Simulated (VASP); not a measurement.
Write the native input for VASP 6.6.1 that does the following.

```yaml
Task: single point
Functional: r2SCAN
Potentials_or_basis: VASP PAW PBE potentials, release 64 (Mn_pv, S)
Cutoff: 520 eV
k_mesh: 8 × 8 × 8
Occupations: methfessel-paxton, width 0.005 eV
Spin: collinear spin, ferromagnetic start
Starting_moments: "[4.0, 0.0] μB"
Hubbard_terms: Mn d U = 3.0 eV
Dipole_correction: no
Further_INCAR_settings: ALGO = Normal; EDIFF = 1e-06; NBANDS = 20
```

Crystal: MnS.

```
Mn S
1.0
     0.00000    2.47346    2.47346
     2.47346    0.00000    2.47346
     2.47346    2.47346    0.00000
Mn S
1 1
Direct
  0.00000 0.00000 0.00000
  0.75000 0.75000 0.75000
```

One way to write it, as run:

POSCAR

```
MnS
1.0
    0.0000000000      2.4734634191      2.4734634191
    2.4734634191      0.0000000000      2.4734634191
    2.4734634191      2.4734634191      0.0000000000
Mn S
1 1
Direct
    0.0000000000      0.0000000000      0.0000000000
    0.7500000000      0.7500000000      0.7500000000
```

INCAR.step1

```
SYSTEM = MnS
PREC = Accurate
ENCUT = 520
ISMEAR = 1
SIGMA = 0.005
LREAL = .False.
LASPH = .True.
NELM = 150
ISPIN = 2
MAGMOM = 4 0
LMAXMIX = 4
LDAU = .True.
LDAUTYPE = 2
LDAUL = 2 -1
LDAUU = 3 0
LDAUJ = 0 0
NBANDS = 20
GGA = PE
ALGO = Normal
EDIFF = 1E-4
LWAVE = .True.
LCHARG = .False.
```

INCAR.step2

```
SYSTEM = MnS
PREC = Accurate
ENCUT = 520
EDIFF = 1E-6
ISMEAR = 1
SIGMA = 0.005
LREAL = .False.
LASPH = .True.
NELM = 150
ALGO = Normal
ISIF = 2
LWAVE = .False.
LCHARG = .False.
ISPIN = 2
MAGMOM = 4 0
LORBIT = 11
LMAXMIX = 4
LDAU = .True.
LDAUTYPE = 2
LDAUL = 2 -1
LDAUU = 3 0
LDAUJ = 0 0
LDAUPRINT = 1
METAGGA = R2SCAN
LMIXTAU = .True.
NBANDS = 20
ISTART = 1
```

KPOINTS

```
regular mesh
0
Gamma
  8 8 8
  0 0 0
```

Potentials or basis: VASP PAW PBE potentials, release 64 (Mn_pv, S).

The run is started by

```bash
$ cat potpaw_PBE.64/Mn_pv/POTCAR potpaw_PBE.64/S/POTCAR > POTCAR
$ cp INCAR.step1 INCAR
$ mpirun -np 1 vasp_std > vasp.out
$ cp INCAR.step2 INCAR
$ mpirun -np 1 vasp_std > vasp.out
```

Results of the run:

| Property | Result |
| --- | --- |
| Pressure | 54.0 GPa |
| Net moment | 4.53 μB per cell |
| Site moments | Mn +4.19; S +0.02 μB |
| Valence electrons inside the program's atomic spheres | Mn 11.90; S 3.99 |

Caveat: the cell stands under pressure; the PAW data sets were made with another functional, which shifts forces and pressure a little; a cell with one magnetic atom can't hold antiferromagnetic order, which such compounds often take.

It took 2.5 min on 1 thread of Intel(R) Xeon(R) Platinum 8259CL CPU @ 2.50GHz (Skylake/Cascade Lake), with other jobs on the host, peak memory 0.2 GiB.
